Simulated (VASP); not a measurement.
Runs of VASP 6.6.1 on WC. The structure is that of space group P-6m2 (No. 187), or close to it. The cells are those of the table. 

```tsv
task	cell	gap on the mesh (eV)	pressure (GPa)
single point	a = 2.920, b = 2.920, c = 2.848 Å, angles 90.0, 90.0, 120.0°, 2 atoms	none	1.5
electric field gradients	a = 2.901, b = 2.901, c = 2.829 Å, angles 90.0, 90.0, 120.0°, 2 atoms	none	9.7
single point	a = 2.842, b = 2.842, c = 2.772 Å, angles 90.0, 90.0, 120.0°, 2 atoms	none	39.4
electric field gradients	a = 2.957, b = 2.957, c = 2.884 Å, angles 90.0, 90.0, 120.0°, 2 atoms	none	(a)
electric field gradients	a = 2.920, b = 2.920, c = 2.848 Å, angles 90.0, 90.0, 120.0°, 2 atoms	none	1.5
```

Alike in all rows: level PBE; potentials or basis VASP PAW PBE potentials, release 64 (W_sv, C); no spin polarisation; k mesh 14 × 14 × 13; cutoff (eV) 520; smearing fermi-dirac 0.05 eV.

Q: Fill in the values left out.

A: (a) -12.4.

Caveats: spin-orbit coupling is left out, which moves the levels of the heavy elements.

A k mesh can miss the band edges, and the runs leave out spin-orbit coupling on W.

A gap of «none» marks levels without a gap at the run's occupations.
